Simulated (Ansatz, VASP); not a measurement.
## Two plane-wave programs on Au

```xyz
3
Lattice="5.0600 0.0000 0.0000 -2.5300 4.3821 0.0000 0.0000 0.0000 3.0116" Properties=species:S:1:pos:R:3 pbc="T T T"
Au   -2.5300    4.3821    0.0000
Au    0.0000    2.9214    1.5058
Au    2.5300    1.4607    1.5058
```

Alike in both runs: task single point; functional BLYP; k mesh 9 × 9 × 12; occupations fermi-dirac, width 0.1 eV; no spin polarisation.

```csv
,VASP,Ansatz
version,VASP 6.6.1,Ansatz 0.2.0
potentials or method,"VASP PAW PBE potentials, release 64 (Au), cutoff 520 eV","plane waves (420 eV) with PAW, scalar-relativistic"
valence electrons in the cell,33,57
```

Ansatz gave:

| Property | Result |
| --- | --- |
| pressure (GPa) | -7.9 |
| traceless stress, the component that is largest in VASP (GPa) | -0.89 |

Which values does VASP return?

Pressure (GPa): -7.7; traceless stress, the component that is largest in VASP (GPa): -0.87.

VASP's potentials were made for PBE, not for BLYP. The functional is the same, so the differences come from potentials, cutoffs and numerics. VASP's potentials hold 33 valence electrons a cell and Ansatz's 57, so a difference there can come from the potentials and not from the codes.

Spin-orbit coupling is off throughout.
